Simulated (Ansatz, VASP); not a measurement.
# Sb2Au in VASP and in Ansatz

```
CELL_PARAMETERS angstrom
0.00000 3.28302 3.28302
3.28302 0.00000 3.28302
3.28302 3.28302 0.00000
ATOMIC_POSITIONS crystal
Sb 0.25000 0.25000 0.25000
Sb 0.75000 0.75000 0.75000
Au 0.00000 0.00000 0.00000
```

Change from the starting cell: volume scaled by 0.96, crystal datasets.

Alike in both runs: task electric field gradients; functional LDA; k mesh 9 × 9 × 9; occupations fermi-dirac, width 0.08 eV; no spin polarisation.

|  | VASP | Ansatz |
| --- | --- | --- |
| version | VASP 6.6.1 | Ansatz 0.2.0 |
| potentials or method | VASP PAW LDA potentials, release 64 (Sb, Au), cutoff 520 eV | all-electron PAW with datasets made for the crystal, scalar-relativistic |

|  | VASP | Ansatz | Ansatz less VASP |
| --- | --- | --- | --- |
| pressure (GPa) | 7.8 | 7.6 | -0.24 |

LDA's correlation is that of Perdew and Zunger in VASP and of Perdew and Wang (1992) in Ansatz. Ansatz ran all-electron here, and VASP with PAW potentials.

Neither program's run includes spin-orbit coupling.
